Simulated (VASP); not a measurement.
Here is a VASP 6.6.1 calculation.

File INCAR:

```
ALGO = Normal ; EDIFF = 1E-7
ENCUT = 520 ; GGA = PS
ISIF = 2 ; ISMEAR = 0
LASPH = True ; LCHARG = False
LREAL = False ; LWAVE = False
NBANDS = 14 ; NELM = 80
PREC = Accurate ; SIGMA = 0.15
```

KPOINTS

```
k-points
0
Gamma
  18 18 18
```

File POSCAR:

```
NbH2
1.0
    0.0000000000      2.2815000000      2.2815000000
    2.2815000000      0.0000000000      2.2815000000
    2.2815000000      2.2815000000      0.0000000000
Nb H
1 2
Direct
    0.0000000000      0.0000000000      0.0000000000
    0.2335634451      0.2335634451      0.2664365549
    0.7335634451      0.7335634451      0.7664365549
```

Potentials or basis: VASP PAW PBE potentials, release 64 (Nb_sv, H).

Run with:

```console
$ cat potpaw_PBE.64/Nb_sv/POTCAR potpaw_PBE.64/H/POTCAR > POTCAR
$ mpirun -np 1 vasp_std > vasp.out
```

Task: Estimate the band gap on the k mesh.

Result: Zero (an odd number of electrons rules out a gap without spin polarisation).

Task: Predict the pressure.

Result: -5.4 GPa.

Stress tensor (GPa, compression positive):
```
-5.20  0.00  0.00
 0.00 -5.20  0.00
 0.00  0.00 -5.73
```

Caveat: the cell differs from its parent crystal (all H atoms moved +0.075 Å, as atom 2 towards its neighbour atom 3 (H) at 2.281 Å); the cell stands under tension; the PAW data sets were made with another functional, which shifts forces and pressure a little; an odd number of electrons without spin polarisation forces a metal; a magnetic or distorted state may lie lower.
